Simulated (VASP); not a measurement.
# LaF5 (F-43m) in VASP: notebook

The runs below take LaF5 through relaxation of cell and atoms, single point, with PBE.

Everything below comes from runs of VASP 6.6.1. Logs are shortened: lines on timing, memory, paths and dates and some standing lists are left out, and cuts for length are marked.

## Step 1: The cell of the first run

The structure is cubic, space group F-43m (No. 216). The conventional cell has a = 7.017 Å, b = 7.017 Å, c = 7.017 Å, α = 90.00°, β = 90.00°, γ = 90.00°. Within 3.8 Å of La (site symmetry -43m) lie 16 F at 2.91 to 3.04 Å. F (site symmetry 3m) has 9 F at 2.48 to 2.91 Å and 3 La at 2.91 Å within 3.3 Å. Within 3.8 Å of F (site symmetry -43m) lie 12 F at 2.91 Å and 4 La at 3.04 Å.

## Step 2: Relaxation of cell and atoms, PBE

Input file INCAR:

```
SYSTEM = LaF5
PREC = Accurate ; ENCUT = 600
EDIFF = 1E-6 ; ISMEAR = 0
SIGMA = 0.1 ; LREAL = .FALSE.
LASPH = .TRUE. ; NELM = 60
ALGO = Normal ; ISIF = 3
LWAVE = .FALSE. ; LCHARG = .FALSE.
GGA = PE ; IBRION = 2
NSW = 90 ; EDIFFG = -0.04
```

Input file KPOINTS:

```
Automatic mesh
0
G
  4 4 4
  0 0 0
```

Input file POSCAR:

```
LaF5
1.0
    0.0000000000      3.5082681400      3.5082681400
    3.5082681400      0.0000000000      3.5082681400
    3.5082681400      3.5082681400      0.0000000000
La F
1 5
Direct
    0.0000000000      0.0000000000      0.0000000000
    0.1250000000      0.6250000000      0.6250000000
    0.6250000000      0.6250000000      0.6250000000
    0.6250000000      0.1250000000      0.6250000000
    0.6250000000      0.6250000000      0.1250000000
    0.2500000000      0.2500000000      0.2500000000
```

Potentials or basis: VASP PAW PBE potentials, release 64 (La, F).

Run with:

```console
> cat potpaw_PBE.64/La/POTCAR potpaw_PBE.64/F/POTCAR > POTCAR
> mpirun -np 1 vasp_std > vasp.out
```

OUTCAR:

```text
SYSTEM = LaF5
   PREC = Accurate
   ENCUT = 600
   EDIFF = 1E-6
   ISMEAR = 0
   LREAL = .FALSE.
   LASPH = .TRUE.
   NELM = 60
   ISIF = 3
   GGA = PE
   IBRION = 2
   NSW = 90
   EDIFFG = -0.04

 ion  position               nearest neighbor table
   1  0.000  0.000  0.000-
   2  0.125  0.625  0.625-
   3  0.625  0.625  0.625-
   4  0.625  0.125  0.625-
   5  0.625  0.625  0.125-
   6  0.250  0.250  0.250-

  LATTYP: Found a face centered cubic cell.
 ALAT       =     7.0165362800

  Lattice vectors:

 A1 = (   0.0000000000,   3.5082681400,   3.5082681400)
 A2 = (   3.5082681400,   0.0000000000,   3.5082681400)
 A3 = (   3.5082681400,   3.5082681400,   0.0000000000)

Analysis of symmetry for initial positions (statically):
=====================================================================
 Subroutine PRICEL returns:
 Original cell was already a primitive cell.

 Routine SETGRP: Setting up the symmetry group for a
 face centered cubic supercell.

 Subroutine GETGRP returns: Found 24 space group operations
 (whereof 24 operations were pure point group operations)
 out of a pool of 48 trial point group operations.

The static configuration has the point symmetry T_d .

Analysis of symmetry for dynamics (positions and initial velocities):
=====================================================================
 Subroutine PRICEL returns:
 Original cell was already a primitive cell.

 Routine SETGRP: Setting up the symmetry group for a
 face centered cubic supercell.

 Subroutine GETGRP returns: Found 24 space group operations
 (whereof 24 operations were pure point group operations)
 out of a pool of 48 trial point group operations.

The dynamic configuration has the point symmetry T_d .

 Subroutine INISYM returns: Found 24 space group operations
 (whereof 24 operations are pure point group operations),
 and found     1 'primitive' translations

----------------------------------------------------------------------------------------

                                     Primitive cell

  volume of cell :      86.3591

  direct lattice vectors                    reciprocal lattice vectors
     0.000000000  3.508268140  3.508268140    -0.142520463  0.142520463  0.142520463
     3.508268140  0.000000000  3.508268140     0.142520463 -0.142520463  0.142520463
     3.508268140  3.508268140  0.000000000     0.142520463  0.142520463 -0.142520463

  length of vectors
     4.961440384  4.961440384  4.961440384     0.246852683  0.246852683  0.246852683

  position of ions in fractional coordinates (direct lattice)
     0.000000000  0.000000000  0.000000000
     0.125000000  0.625000000  0.625000000
     0.625000000  0.625000000  0.625000000
     0.625000000  0.125000000  0.625000000
     0.625000000  0.625000000  0.125000000
     0.250000000  0.250000000  0.250000000

  ion indices of the primitive-cell ions
   primitive index   ion index
                 1           1
                 2           2
                 3           3
                 4           4
                 5           5
                 6           6

----------------------------------------------------------------------------------------

 KPOINTS: Automatic mesh

Automatic generation of k-mesh.
 Grid dimensions read from file:
 generate k-points for:    4    4    4

 Generating k-lattice:

  Cartesian coordinates                     Fractional coordinates (reciprocal lattice)
    -0.035630116  0.035630116  0.035630116     0.250000000  0.000000000  0.000000000
     0.035630116 -0.035630116  0.035630116     0.000000000  0.250000000  0.000000000
     0.035630116  0.035630116 -0.035630116     0.000000000  0.000000000  0.250000000

  Length of vectors
     0.061713171  0.061713171  0.061713171

  Shift w.r.t. Gamma in fractional coordinates (k-lattice)
     0.000000000  0.000000000  0.000000000

 Subroutine IBZKPT returns following result:
 ===========================================

 Found      8 irreducible k-points:

 Following reciprocal coordinates:
            Coordinates               Weight
  0.000000  0.000000  0.000000      1.000000
  0.250000  0.000000  0.000000      8.000000
  0.500000  0.000000  0.000000      4.000000
  0.250000  0.250000  0.000000      6.000000
  0.500000  0.250000  0.000000     24.000000
 -0.250000  0.250000  0.000000     12.000000
  0.500000  0.500000  0.000000      3.000000
 -0.250000  0.500000  0.250000      6.000000
   k-points           NKPTS =      8   k-points in BZ     NKDIM =      8   number of bands    NBANDS=     27
   number of dos      NEDOS =    301   number of ions     NIONS =      6
   total plane-waves  NPLWV =  64000
   dimension x,y,z NGX =    40 NGY =   40 NGZ =   40
   dimension x,y,z NGXF=    80 NGYF=   80 NGZF=   80
   ions per type =               1   5
   NGX,Y,Z   is equivalent  to a cutoff of  13.40, 13.40, 13.40 a.u.
   NGXF,Y,Z  is equivalent  to a cutoff of  26.81, 26.81, 26.81 a.u.
 SYSTEM =  LaF5
   PREC   = accura    normal or accurate (medium, high low for compatibility)
   ISTART =      0    job   : 0-new  1-cont  2-samecut
   ICHARG =      2    charge: 1-file 2-atom 10-const
   ISPIN  =      1    spin polarized calculation?
   LNONCOLLINEAR =      F non collinear calculations
   LSORBIT =      F    spin-orbit coupling
   LASPH  =      T    aspherical Exc in radial PAW
   ENCUT  =  600.0 eV  44.10 Ry    6.64 a.u.   9.91  9.91  9.91*2*pi/ulx,y,z
   NELM   =     60;   NELMIN=  2; NELMDL= -5     # of ELM steps
   EDIFF  = 0.1E-05   stopping-criterion for ELM
   LREAL  =      F    real-space projection
   EDIFFG = -.4E-01   stopping-criterion for IOM
   NSW    =     90    number of steps for IOM
   IBRION =      2    ionic relax: 0-MD 1-quasi-New 2-CG
   NFREE  =      1    steps in history (QN), initial steepest desc. (CG)
   ISIF   =      3    stress and relaxation
   ISYM   =      2    0-nonsym 1-usesym 2-fastsym
   POTIM  = 0.5000    time-step for ionic-motion
   TEBEG  =    0.0;   TEEND  =   0.0 temperature during run
   PSTRESS=    0.0 pullay stress
   NELECT =      46.0000    total number of electrons
   NUPDOWN=      -1.0000    fix difference up-down
   EMIN   =  10.00;   EMAX   =-10.00  energy-range for DOS
   EFERMI =   0.00;   METHOD = LEGACY
   ISMEAR =     0;   SIGMA  =   0.10  broadening in eV -4-tet -1-fermi 0-gaus
   EFERMI_NEDOS =   21; number of points for ismear=-14 and -15
   IALGO  =     38    algorithm
   IMIX   =      4    mixing-type and parameters
     AMIX     =   0.40;   BMIX     =  1.00
     AMIX_MAG =   1.60;   BMIX_MAG =  1.00
  volume/ion in A,a.u.               =      14.39        97.13
  Fermi-wavevector in a.u.,A,eV,Ry     =   1.327062  2.507784 23.961145  1.761094
  Thomas-Fermi vector in A             =   2.456403
   LORBIT       =      0    0 simple, 1 ext, 2 COOP (PROOUT), +10 PAW based schemes
   GGA     = PE    functional components
   LHFCALC =     F    Hartree Fock is set to
   AEXX    =    0.0000 exact exchange contribution
   IVDW    =     0    specifies the selected vdW correction
   LEPSILON=     F    determine dielectric tensor
   LRPA    =     F    only Hartree local field effects (RPA)
 conjugate gradient relaxation of ions
 non-spin polarized calculation
 Gauss-broadening in eV      SIGMA  =   0.10
  energy-cutoff  :      600.00
  volume of cell :       86.36
 maximum number of plane-waves:      2891
   NGX = 19   NGY = 19   NGZ = 19

--------------------------------------- Ionic step        1  -------------------------------------------

 number of electron      46.0000046 magnetization

 Free energy of the ion-electron system (eV)
  ---------------------------------------------------
  ext. energy  EPLUGINS =         0.00000000
  ---------------------------------------------------
  free energy    TOTEN  =       -27.13809949 eV

  energy without entropy =      -27.07064857  energy(sigma->0) =      -27.10437403

 E-fermi :   0.4412     XC(G=0):  -9.7136

 val. band max:        0.4382274620   @ k =   0.5000   0.2500   0.0000
 cond. band min:       0.4903694227   @ k =   0.5000   0.0000   0.0000
 fundamental gap:      0.0521419607
 Fermi energy:         0.4411978136

 k-point     1 :       0.0000    0.0000    0.0000
  band No.  band energies     occupation
      1     -30.5461      2.00000
      2     -20.3383      2.00000
      3     -19.3159      2.00000
      4     -19.3159      2.00000
      5     -19.3159      2.00000
      6     -18.4963      2.00000
[... 19 lines left out ...]
     26       4.0623      0.00000
     27       4.0674      0.00000

 k-point     2 :       0.2500    0.0000    0.0000
  band No.  band energies     occupation
      1     -30.5415      2.00000
      2     -20.2658      2.00000
      3     -19.4446      2.00000
      4     -19.3187      2.00000
      5     -19.3187      2.00000
      6     -18.5115      2.00000
[... 332 lines left out ...]
 VOLUME and BASIS-vectors are now :
 -----------------------------------------------------------------------------
  energy-cutoff  :      600.00
  volume of cell :       68.73
      direct lattice vectors                 reciprocal lattice vectors
    -0.000000000  3.251120354  3.251120354    -0.153793138  0.153793138  0.153793138
     3.251120354  0.000000000  3.251120354     0.153793138 -0.153793138  0.153793138
     3.251120354  3.251120354  0.000000000     0.153793138  0.153793138 -0.153793138

 POSITION                                       TOTAL-FORCE (eV/Angst)
 -----------------------------------------------------------------------------------
      6.50224      6.50224      6.50224        -0.000000     -0.000000     -0.000000
      4.07288      2.42936      2.42936        -0.090054      0.090054      0.090054
      4.07288      4.07288      4.07288        -0.090054     -0.090054     -0.090054
      2.42936      4.07288      2.42936         0.090054     -0.090054      0.090054
      2.42936      2.42936      4.07288         0.090054      0.090054     -0.090054
      1.62556      1.62556      1.62556        -0.000000     -0.000000     -0.000000
 -----------------------------------------------------------------------------------
    total drift:                               -0.000001     -0.000001     -0.000001

  FREE ENERGIE OF THE ION-ELECTRON SYSTEM (eV)
  ---------------------------------------------------
  free  energy   TOTEN  =       -28.0713194520 eV

  energy  without entropy=      -28.0237125184  energy(sigma->0) =      -28.04751599

--------------------------------------- Ionic step        5  -------------------------------------------

 number of electron      46.0000016 magnetization

 Free energy of the ion-electron system (eV)
  ---------------------------------------------------
  ext. energy  EPLUGINS =         0.00000000
  ---------------------------------------------------
  free energy    TOTEN  =       -28.07376666 eV

  energy without entropy =      -28.02672248  energy(sigma->0) =      -28.05024457

 E-fermi :   2.4735     XC(G=0): -10.9360

 val. band max:        2.4733791456   @ k =   0.5000   0.2500   0.0000
 cond. band min:       2.5475335991   @ k =   0.5000   0.0000   0.0000
 fundamental gap:      0.0741544535
 Fermi energy:         2.4734711782

 k-point     1 :       0.0000    0.0000    0.0000
  band No.  band energies     occupation
      1     -27.3219      2.00000
      2     -19.3763      2.00000
      3     -17.7356      2.00000
      4     -17.7356      2.00000
      5     -17.7356      2.00000
      6     -16.7819      2.00000
[... 19 lines left out ...]
     26       7.4785      0.00000
     27       7.4792      0.00000

 k-point     2 :       0.2500    0.0000    0.0000
  band No.  band energies     occupation
      1     -27.2969      2.00000
      2     -19.3036      2.00000
      3     -17.9702      2.00000
      4     -17.7429      2.00000
      5     -17.7429      2.00000
      6     -16.8143      2.00000
[... 204 lines left out ...]
  FORCE on cell =-STRESS in cart. coord.  units (eV):
  Direction    XX          YY          ZZ          XY          YZ          ZX
  --------------------------------------------------------------------------------------
  -------------------------------------------------------------------------------------
  Total        0.1052876      0.1052876      0.1052876      0.0000000     -0.0000000     -0.0000000
  in kB        2.4590054      2.4590054      2.4590054      0.0000000     -0.0000000     -0.0000000
  external PRESSURE =       2.4590054 kB  Pullay stress =       0.0000000 kB

 VOLUME and BASIS-vectors are now :
 -----------------------------------------------------------------------------
  energy-cutoff  :      600.00
  volume of cell :       68.60
      direct lattice vectors                 reciprocal lattice vectors
    -0.000000000  3.249122950  3.249122950    -0.153887682  0.153887682  0.153887682
     3.249122950 -0.000000000  3.249122950     0.153887682 -0.153887682  0.153887682
     3.249122950  3.249122950  0.000000000     0.153887682  0.153887682 -0.153887682

 POSITION                                       TOTAL-FORCE (eV/Angst)
 -----------------------------------------------------------------------------------
      0.00000      0.00000      0.00000         0.000000     -0.000000      0.000000
      4.06598      2.43227      2.43227        -0.008548      0.008548      0.008548
      4.06598      4.06598      4.06598        -0.008548     -0.008548     -0.008548
      2.43227      4.06598      2.43227         0.008548     -0.008548      0.008548
      2.43227      2.43227      4.06598         0.008548      0.008548     -0.008548
      1.62456      1.62456      1.62456         0.000000     -0.000000     -0.000000
 -----------------------------------------------------------------------------------
    total drift:                               -0.000000     -0.000000     -0.000000

  FREE ENERGIE OF THE ION-ELECTRON SYSTEM (eV)
  ---------------------------------------------------
  free  energy   TOTEN  =       -28.0737666583 eV

  energy  without entropy=      -28.0267224758  energy(sigma->0) =      -28.05024457

 reached required accuracy - stopping structural energy minimisation
```

Wall time 4.5 min (1 thread of AMD EPYC 7R13, shared host); peak memory 0.23 GiB.

What came out:

```
Free energy                            : -28.0738 eV
Relaxed volume                         : 11.43 Å³/atom
Relaxed cell                           : a = 4.595 Å, b = 4.595 Å, c = 4.595 Å, α = 60.00°, β = 60.00°, γ = 60.00°
Space group after relaxing (to 0.05 Å) : F-43m (No. 216)
Energy gained by relaxing              : 155.9 meV/atom
Ionic steps                            : 5
Pressure after relaxing                : 0.2 GPa
Band gap on the k mesh                 : zero (band 23 reaches 2.79 eV, above the bottom of band 24 at 2.22 eV)
```

Step by step:
```
step  energy change (eV)  largest force (eV/Å)  pressure (GPa)  volume (Å³)
   1              0.0000                0.2746          -13.53        86.36
   2             -0.8899                0.0293           -4.28        72.04
   3             -0.9332                0.1422           -0.37        69.05
   4             -0.9332                0.1560            0.17        68.73
   5             -0.9357                0.0148            0.25        68.60
```

Final structure:
```xyz
6
Lattice="0.0000 3.2491 3.2491 3.2491 0.0000 3.2491 3.2491 3.2491 0.0000" Properties=species:S:1:pos:R:3 pbc="T T T"
La    0.0000    0.0000    0.0000
F     4.0660    2.4323    2.4323
F     4.0660    4.0660    4.0660
F     2.4323    4.0660    2.4323
F     2.4323    2.4323    4.0660
F     1.6246    1.6246    1.6246
```

Caveat: the k points lie up to 0.42 Å⁻¹ apart in the final cell; the volume moved by over 15 % at a fixed basis, so the end points are rough; spin-orbit coupling is left out, which moves the levels of the heavy elements.

## Step 3: Single point, PBE

This run uses another cell than the first one, of 11.55 Å³/atom, 0.803 times its volume.

Input file INCAR:

```
SYSTEM = LaF5
ALGO = Normal ; EDIFF = 1E-6
ENCUT = 520 ; GGA = PE
ISIF = 2 ; ISMEAR = 0
LASPH = .True. ; LCHARG = .False.
LREAL = .False. ; LWAVE = .False.
NBANDS = 32 ; NELM = 100
PREC = Accurate ; SIGMA = 0.1
```

Input file KPOINTS:

```
k-points
0
Gamma
  10 10 10
  0 0 0
```

Input file POSCAR:

```
LaF5
1.0
    0.0000000000      3.2603855105      3.2603855105
    3.2603855105      0.0000000000      3.2603855105
    3.2603855105      3.2603855105      0.0000000000
La F
1 5
Direct
    0.0000000000      0.0000000000      0.0000000000
    0.3742821575      0.3742821575      0.8771535275
    0.3742821575      0.8771535275      0.3742821575
    0.8771535275      0.3742821575      0.3742821575
    0.3742821575      0.3742821575      0.3742821575
    0.7500000000      0.7500000000      0.7500000000
```

Potentials or basis: VASP PAW PBE potentials, release 64 (La, F).

Run with:

```console
> cat potpaw_PBE.64/La/POTCAR potpaw_PBE.64/F/POTCAR > POTCAR
> mpirun -np 1 vasp_std > vasp.out
```

Run time: 4.3 min. Hardware: 1 thread of AMD EPYC 7R13, shared host; peak memory 0.24 GiB.

It converged, with:

```
Free energy            : -27.9825 eV
Pressure               : -0.5 GPa
Band gap on the k mesh : zero (band 23 reaches 2.69 eV, above the bottom of band 24 at 2.17 eV)
```

Forces in eV/Å, atoms in the order of the input:
```
La   0.000  0.000  0.000
F    0.002  0.002 -0.002
F    0.002 -0.002  0.002
F   -0.002  0.002  0.002
F   -0.002 -0.002 -0.002
F    0.000  0.000  0.000
```

Levels at points of the mesh, in eV from the Fermi level:
```
           k point  band 21  band 22  band 23  band 24  band 25  band 26
(0.00, 0.00, 0.00)    -0.56     0.31     0.31     0.31     4.93     4.93
(0.50, 0.00, 0.00)    -0.42    -0.42     0.07     0.07     4.92     4.92
(0.50, 0.50, 0.00)    -0.56    -0.56    -0.04    -0.04     4.89     4.89
```

Caveat: spin-orbit coupling is left out, which moves the levels of the heavy elements.

(Part 1 of 2 ends here.)
